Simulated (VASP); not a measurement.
# LiCl (P6_3/mmc) in VASP: a series of runs

LiCl is run at these levels: r2SCAN; tasks: single point.

All numbers are computed with VASP 6.6.1; they aren't measurements. Logs are shortened: lines on timing, memory, paths and dates and some standing lists are left out, and cuts for length are marked.

**1. The cell of the first run**

It takes space group P6_3/mmc (No. 194, hexagonal). The conventional cell has a = 4.077 Å, b = 4.077 Å, c = 5.126 Å, α = 90.00°, β = 90.00°, γ = 120.00°. Li (site symmetry -6m2) has 5 Cl at 2.35 to 2.56 Å within 3.1 Å. Cl (site symmetry -6m2) has 5 Li at 2.35 to 2.56 Å within 3.1 Å.

**2. Single point, r2SCAN (18.45 Å³/atom)**

Input file POSCAR:

```
LiCl
1.0
    4.0769136177      0.0000000000      0.0000000000
   -2.0384568088      3.5307107620      0.0000000000
    0.0000000000      0.0000000000      5.1257291456
Li Cl
2 2
Direct
    0.3333333333      0.6666666667      0.2500000000
    0.6666666667      0.3333333333      0.7500000000
    0.6666666667      0.3333333333      0.2500000000
    0.3333333333      0.6666666667      0.7500000000
```

Input file INCAR.step1:

```
SYSTEM = LiCl
PREC     = Accurate       ! precision mode
ENCUT    = 520            ! plane-wave cutoff, eV
ISMEAR   = 0              ! smearing method
SIGMA    = 0.01           ! smearing width, eV
LREAL    = .FALSE.        ! projectors in reciprocal space
LASPH    = .TRUE.         ! aspherical terms in the spheres
NELM     = 60             ! most SCF steps
NBANDS   = 18             ! bands
GGA      = PE             ! functional
ALGO     = Normal         ! electronic algorithm
EDIFF    = 1E-4           ! SCF threshold, eV
LWAVE    = .TRUE.         ! write WAVECAR
LCHARG   = .FALSE.        ! write CHGCAR
```

Input file INCAR.step2:

```
SYSTEM = LiCl
PREC     = Accurate       ! precision mode
ENCUT    = 520            ! plane-wave cutoff, eV
EDIFF    = 1E-6           ! SCF threshold, eV
ISMEAR   = 0              ! smearing method
SIGMA    = 0.01           ! smearing width, eV
LREAL    = .FALSE.        ! projectors in reciprocal space
LASPH    = .TRUE.         ! aspherical terms in the spheres
NELM     = 60             ! most SCF steps
ALGO     = Normal         ! electronic algorithm
ISIF     = 2              ! what is computed and relaxed
LWAVE    = .FALSE.        ! write WAVECAR
LCHARG   = .FALSE.        ! write CHGCAR
METAGGA  = R2SCAN         ! meta-GGA
LMIXTAU  = .TRUE.       
NBANDS   = 18             ! bands
ISTART   = 1
```

Input file KPOINTS:

```
Automatic mesh
0
G
  6 6 4
  0 0 0
```

Potentials or basis: VASP PAW PBE potentials, release 64 (Li_sv, Cl).

Run with:

```console
$ cat potpaw_PBE.64/Li_sv/POTCAR potpaw_PBE.64/Cl/POTCAR > POTCAR
$ cp INCAR.step1 INCAR
$ mpirun -np 1 vasp_std > vasp.out
$ cp INCAR.step2 INCAR
$ mpirun -np 1 vasp_std > vasp.out
```

OUTCAR:

```text
SYSTEM = LiCl
   PREC = Accurate
   ENCUT = 520
   EDIFF = 1E-6
   ISMEAR = 0
   LREAL = .FALSE.
   LASPH = .TRUE.
   NELM = 60
   ISIF = 2
   METAGGA = R2SCAN
   ISTART = 1

 ion  position               nearest neighbor table
   1  0.333  0.667  0.250-   3 2.35   3 2.35   3 2.35   4 2.56   4 2.56
   2  0.667  0.333  0.750-   4 2.35   4 2.35   4 2.35   3 2.56   3 2.56
   3  0.667  0.333  0.250-   1 2.35   1 2.35   1 2.35   2 2.56   2 2.56
   4  0.333  0.667  0.750-   2 2.35   2 2.35   2 2.35   1 2.56   1 2.56

  LATTYP: Found a hexagonal cell.
 ALAT       =     4.0769136177
 C/A-ratio  =     1.2572572358

  Lattice vectors:

 A1 = (   4.0769136177,   0.0000000000,   0.0000000000)
 A2 = (  -2.0384568088,   3.5307107620,   0.0000000000)
 A3 = (   0.0000000000,   0.0000000000,   5.1257291456)

Analysis of symmetry for initial positions (statically):
=====================================================================
 Subroutine PRICEL returns:
 Original cell was already a primitive cell.

 Routine SETGRP: Setting up the symmetry group for a
 hexagonal supercell.

 Subroutine GETGRP returns: Found 24 space group operations
 (whereof 12 operations were pure point group operations)
 out of a pool of 24 trial point group operations.

The static configuration has the point symmetry D_3d.
 The point group associated with its full space group is D_6h.

Analysis of symmetry for dynamics (positions and initial velocities):
=====================================================================
 Subroutine PRICEL returns:
 Original cell was already a primitive cell.

 Routine SETGRP: Setting up the symmetry group for a
 hexagonal supercell.

 Subroutine GETGRP returns: Found 24 space group operations
 (whereof 12 operations were pure point group operations)
 out of a pool of 24 trial point group operations.

The dynamic configuration has the point symmetry D_3d.
 The point group associated with its full space group is D_6h.

 Subroutine INISYM returns: Found 24 space group operations
 (whereof 12 operations are pure point group operations),
 and found     1 'primitive' translations

----------------------------------------------------------------------------------------

                                     Primitive cell

  volume of cell :      73.7818

  direct lattice vectors                    reciprocal lattice vectors
     4.076913618  0.000000000  0.000000000     0.245283588  0.141614546  0.000000000
    -2.038456809  3.530710762  0.000000000     0.000000000  0.283229091  0.000000000
     0.000000000  0.000000000  5.125729146     0.000000000  0.000000000  0.195094195

  length of vectors
     4.076913618  4.076913618  5.125729146     0.283229091  0.283229091  0.195094195

  position of ions in fractional coordinates (direct lattice)
     0.333333333  0.666666667  0.250000000
     0.666666667  0.333333333  0.750000000
     0.666666667  0.333333333  0.250000000
     0.333333333  0.666666667  0.750000000

  ion indices of the primitive-cell ions
   primitive index   ion index
                 1           1
                 2           2
                 3           3
                 4           4

----------------------------------------------------------------------------------------

 KPOINTS: Automatic mesh

Automatic generation of k-mesh.
 Grid dimensions read from file:
 generate k-points for:    6    6    4

 Generating k-lattice:

  Cartesian coordinates                     Fractional coordinates (reciprocal lattice)
     0.040880598  0.023602424  0.000000000     0.166666667  0.000000000  0.000000000
     0.000000000  0.047204849  0.000000000     0.000000000  0.166666667  0.000000000
     0.000000000  0.000000000  0.048773549     0.000000000  0.000000000  0.250000000

  Length of vectors
     0.047204849  0.047204849  0.048773549

  Shift w.r.t. Gamma in fractional coordinates (k-lattice)
     0.000000000  0.000000000  0.000000000

 Subroutine IBZKPT returns following result:
 ===========================================

 Found     21 irreducible k-points:

 Following reciprocal coordinates:
            Coordinates               Weight
  0.000000  0.000000  0.000000      1.000000
  0.166667  0.000000  0.000000      6.000000
  0.333333  0.000000  0.000000      6.000000
  0.500000  0.000000  0.000000      3.000000
  0.166667  0.166667  0.000000      6.000000
  0.333333  0.166667  0.000000     12.000000
[... 13 lines left out ...]
  0.333333  0.166667  0.500000     12.000000
  0.333333  0.333333  0.500000      2.000000
   k-points           NKPTS =     21   k-points in BZ     NKDIM =     21   number of bands    NBANDS=     18
   number of dos      NEDOS =    301   number of ions     NIONS =      4
   total plane-waves  NPLWV =  36000
   dimension x,y,z NGX =    30 NGY =   30 NGZ =   40
   dimension x,y,z NGXF=    60 NGYF=   60 NGZF=   80
   ions per type =               2   2
   NGX,Y,Z   is equivalent  to a cutoff of  12.23, 12.23, 12.97 a.u.
   NGXF,Y,Z  is equivalent  to a cutoff of  24.47, 24.47, 25.95 a.u.
 SYSTEM =  LiCl
   PREC   = accura    normal or accurate (medium, high low for compatibility)
   ISTART =      1    job   : 0-new  1-cont  2-samecut
   ICHARG =      0    charge: 1-file 2-atom 10-const
   ISPIN  =      1    spin polarized calculation?
   LNONCOLLINEAR =      F non collinear calculations
   LSORBIT =      F    spin-orbit coupling
   LASPH  =      T    aspherical Exc in radial PAW
   ENCUT  =  520.0 eV  38.22 Ry    6.18 a.u.   7.58  7.58  9.53*2*pi/ulx,y,z
   NELM   =     60;   NELMIN=  2; NELMDL=  0     # of ELM steps
   EDIFF  = 0.1E-05   stopping-criterion for ELM
   LREAL  =      F    real-space projection
   EDIFFG = 0.1E-04   stopping-criterion for IOM
   NSW    =      0    number of steps for IOM
   IBRION =     -1    ionic relax: 0-MD 1-quasi-New 2-CG
   NFREE  =      0    steps in history (QN), initial steepest desc. (CG)
   ISIF   =      2    stress and relaxation
   ISYM   =      2    0-nonsym 1-usesym 2-fastsym
   POTIM  = 0.5000    time-step for ionic-motion
   TEBEG  =    0.0;   TEEND  =   0.0 temperature during run
   PSTRESS=    0.0 pullay stress
   NELECT =      20.0000    total number of electrons
   NUPDOWN=      -1.0000    fix difference up-down
   EMIN   =  10.00;   EMAX   =-10.00  energy-range for DOS
   EFERMI =   0.00;   METHOD = LEGACY
   ISMEAR =     0;   SIGMA  =   0.01  broadening in eV -4-tet -1-fermi 0-gaus
   EFERMI_NEDOS =   21; number of points for ismear=-14 and -15
   IALGO  =     38    algorithm
   IMIX   =      4    mixing-type and parameters
     AMIX     =   0.40;   BMIX     =  1.00
     AMIX_MAG =   1.60;   BMIX_MAG =  1.00
  volume/ion in A,a.u.               =      18.45       124.48
  Fermi-wavevector in a.u.,A,eV,Ry     =   1.059502  2.002168 15.273141  1.122544
  Thomas-Fermi vector in A             =   2.194850
   LORBIT       =      0    0 simple, 1 ext, 2 COOP (PROOUT), +10 PAW based schemes
   METAGGA = R2SCAN    functional components
   LHFCALC =     F    Hartree Fock is set to
   AEXX    =    0.0000 exact exchange contribution
   IVDW    =     0    specifies the selected vdW correction
   LEPSILON=     F    determine dielectric tensor
   LRPA    =     F    only Hartree local field effects (RPA)
 non-spin polarized calculation
 Gauss-broadening in eV      SIGMA  =   0.01
  energy-cutoff  :      520.00
  volume of cell :       73.78
 maximum number of plane-waves:      2005
   NGX = 15   NGY = 15   NGZ = 19

 number of electron      20.0000016 magnetization

 Free energy of the ion-electron system (eV)
  ---------------------------------------------------
  ext. energy  EPLUGINS =         0.00000000
  ---------------------------------------------------
  free energy    TOTEN  =       -25.08192148 eV

  energy without entropy =      -25.08192148  energy(sigma->0) =      -25.08192148

 E-fermi :  -0.2553     XC(G=0):  -8.6082

 val. band max:       -0.2991618899   @ k =   0.0000   0.0000   0.0000
 cond. band min:       6.2606330640   @ k =   0.0000   0.0000   0.0000
 fundamental gap:      6.5597949539
 Fermi energy:        -0.2553009445

 k-point     1 :       0.0000    0.0000    0.0000
  band No.  band energies     occupation
      1     -45.0668      2.00000
      2     -45.0617      2.00000
      3     -14.4543      2.00000
      4     -13.5814      2.00000
      5      -3.4285      2.00000
      6      -1.8535      2.00000
[... 10 lines left out ...]
     17      12.3474      0.00000
     18      12.3475      0.00000

 k-point     2 :       0.1667    0.0000    0.0000
  band No.  band energies     occupation
      1     -45.0663      2.00000
      2     -45.0619      2.00000
      3     -14.3864      2.00000
      4     -13.6146      2.00000
      5      -3.2538      2.00000
      6      -2.0845      2.00000
[... 10 lines left out ...]
     17      11.3908      0.00000
     18      11.7643      0.00000

 k-point     3 :       0.3333    0.0000    0.0000
  band No.  band energies     occupation
      1     -45.0652      2.00000
      2     -45.0623      2.00000
      3     -14.2169      2.00000
      4     -13.7133      2.00000
      5      -2.7902      2.00000
      6      -2.5753      2.00000
[... 10 lines left out ...]
     17      11.6330      0.00000
     18      12.6018      0.00000

 k-point     4 :       0.5000    0.0000    0.0000
  band No.  band energies     occupation
      1     -45.0644      2.00000
      2     -45.0627      2.00000
      3     -14.0863      2.00000
      4     -13.8079      2.00000
      5      -2.8197      2.00000
      6      -2.4279      2.00000
[... 10 lines left out ...]
     17      12.7366      0.00000
     18      14.0123      0.00000

 k-point     5 :       0.1667    0.1667    0.0000
  band No.  band energies     occupation
      1     -45.0655      2.00000
      2     -45.0622      2.00000
      3     -14.2662      2.00000
      4     -13.6816      2.00000
      5      -2.9299      2.00000
      6      -2.5200      2.00000
[... 10 lines left out ...]
     17      11.5117      0.00000
     18      12.4802      0.00000

 k-point     6 :       0.3333    0.1667    0.0000
  band No.  band energies     occupation
      1     -45.0644      2.00000
      2     -45.0627      2.00000
      3     -14.0905      2.00000
      4     -13.8029      2.00000
      5      -2.9815      2.00000
      6      -2.4127      2.00000
[... 244 lines left out ...]
 k-point    18 :       0.5000    0.0000    0.5000
  band No.  band energies     occupation
      1     -45.0635      2.00000
      2     -45.0635      2.00000
      3     -13.9557      2.00000
      4     -13.9557      2.00000
      5      -3.0673      2.00000
      6      -3.0673      2.00000
[... 10 lines left out ...]
     17      13.2012      0.00000
     18      13.2012      0.00000

 k-point    19 :       0.1667    0.1667    0.5000
  band No.  band energies     occupation
      1     -45.0638      2.00000
      2     -45.0638      2.00000
      3     -13.9957      2.00000
      4     -13.9957      2.00000
      5      -2.6880      2.00000
      6      -2.6880      2.00000
[... 10 lines left out ...]
     17      11.9027      0.00000
     18      11.9027      0.00000

 k-point    20 :       0.3333    0.1667    0.5000
  band No.  band energies     occupation
      1     -45.0635      2.00000
      2     -45.0635      2.00000
      3     -13.9557      2.00000
      4     -13.9557      2.00000
      5      -2.9511      2.00000
      6      -2.9511      2.00000
[... 10 lines left out ...]
     17      13.0428      0.00000
     18      13.0428      0.00000

 k-point    21 :       0.3333    0.3333    0.5000
  band No.  band energies     occupation
      1     -45.0634      2.00000
      2     -45.0634      2.00000
      3     -13.9421      2.00000
      4     -13.9421      2.00000
      5      -2.8680      2.00000
      6      -2.8680      2.00000
[... 10 lines left out ...]
     17      13.0766      0.00000
     18      13.0783      0.00000

------------------------ aborting loop because EDIFF is reached ----------------------------------------

  FORCE on cell =-STRESS in cart. coord.  units (eV):
  Direction    XX          YY          ZZ          XY          YZ          ZX
  --------------------------------------------------------------------------------------
  -------------------------------------------------------------------------------------
  Total        0.8035392      0.8035392      0.6737118      0.0000000      0.0000000     -0.0000000
  in kB       17.4489124     17.4489124     14.6297007      0.0000000      0.0000000     -0.0000000
  external PRESSURE =      16.5091751 kB  Pullay stress =       0.0000000 kB

 VOLUME and BASIS-vectors are now :
 -----------------------------------------------------------------------------
  energy-cutoff  :      520.00
  volume of cell :       73.78
      direct lattice vectors                 reciprocal lattice vectors
     4.076913618  0.000000000  0.000000000     0.245283588  0.141614546  0.000000000
    -2.038456809  3.530710762  0.000000000     0.000000000  0.283229091  0.000000000
     0.000000000  0.000000000  5.125729146     0.000000000  0.000000000  0.195094195

 POSITION                                       TOTAL-FORCE (eV/Angst)
 -----------------------------------------------------------------------------------
     -0.00000      2.35381      1.28143        -0.000000      0.000000      0.000000
      2.03846      1.17690      3.84430         0.000000     -0.000000      0.000000
      2.03846      1.17690      1.28143         0.000000      0.000000      0.000000
     -0.00000      2.35381      3.84430        -0.000000     -0.000000      0.000000
 -----------------------------------------------------------------------------------
    total drift:                               -0.000000      0.000000     -0.000000

  FREE ENERGIE OF THE ION-ELECTRON SYSTEM (eV)
  ---------------------------------------------------
  free  energy   TOTEN  =       -25.0819214818 eV

  energy  without entropy=      -25.0819214818  energy(sigma->0) =      -25.08192148
```

Run time: 2.2 min. Hardware: 1 thread of Intel Xeon 8259CL, shared host; peak memory 0.19 GiB.

What came out:

```yaml
Free_energy: -25.0819 eV
Band_gap_on_the_k_mesh: 6.56 eV
```

Caveat: the cutoff is under 1.25 times the usual one of these potentials, so pressure, stress and relaxed cells hold a basis-set (Pulay) error; the PAW data sets were made with another functional, which shifts forces and pressure a little.

(Continued in part 2 of 2.)
